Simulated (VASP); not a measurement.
Here is a VASP 6.6.1 calculation.

The input INCAR:

```
SYSTEM = Zn5O2
PREC = Accurate
ENCUT = 600
EDIFF = 1E-7
ISMEAR = 0
SIGMA = 0.2
LREAL = .FALSE.
LASPH = .TRUE.
NELM = 120
ALGO = Normal
ISIF = 3
LWAVE = .FALSE.
LCHARG = .FALSE.
GGA = PE
IBRION = 2
NSW = 36
EDIFFG = -0.08
GGA_COMPAT = .FALSE.
NELMIN = 4
```

KPOINTS

```
regular mesh
0
G
  5 5 5
  0 0 0
```

POSCAR

```
Zn5O2
1.0
   -2.1205241300      2.1205241300      5.0087879400
    2.1205241300     -2.1205241300      5.0087879400
    2.1205241300      2.1205241300     -5.0087879400
Zn O
5 2
Direct
    0.6937108200      0.6937108200      0.0000000000
    0.3062891800      0.3062891800      0.0000000000
    0.5000000000      0.0000000000      0.5000000000
    0.0000000000      0.5000000000      0.5000000000
    0.5000000000      0.5000000000      0.0000000000
    0.7500000000      0.2500000000      0.5000000000
    0.2500000000      0.7500000000      0.5000000000
```

Potentials or basis: VASP PAW PBE potentials, release 64 (Zn, O).

Run with:

```sh
$ cat potpaw_PBE.64/Zn/POTCAR potpaw_PBE.64/O/POTCAR > POTCAR
$ mpirun -np 1 vasp_std > vasp.out
```

Question: Predict the relaxed volume.

Answer: 15.10 Å³/atom.

Question: What does it give for the space group after relaxing (to 0.1 Å)?

Answer: I4/mmm (No. 139).

Final structure:
```cif
data_structure
_symmetry_space_group_name_H-M 'P 1'
_symmetry_Int_Tables_number 1
_cell_length_a 6.2621
_cell_length_b 6.2621
_cell_length_c 6.2621
_cell_angle_alpha 138.745
_cell_angle_beta 138.745
_cell_angle_gamma 59.764
_cell_volume 105.70
loop_
_atom_site_label
_atom_site_type_symbol
_atom_site_fract_x
_atom_site_fract_y
_atom_site_fract_z
_atom_site_occupancy
Zn1 Zn 0.76431 0.76431 0.00000 1
Zn2 Zn 0.23569 0.23569 0.00000 1
Zn3 Zn 0.50000 0.00000 0.50000 1
Zn4 Zn 0.00000 0.50000 0.50000 1
Zn5 Zn 0.50000 0.50000 0.00000 1
O1 O 0.75000 0.25000 0.50000 1
O2 O 0.25000 0.75000 0.50000 1
```

Caveat: the volume moved by over 15 % at a fixed basis, so the end points are rough.
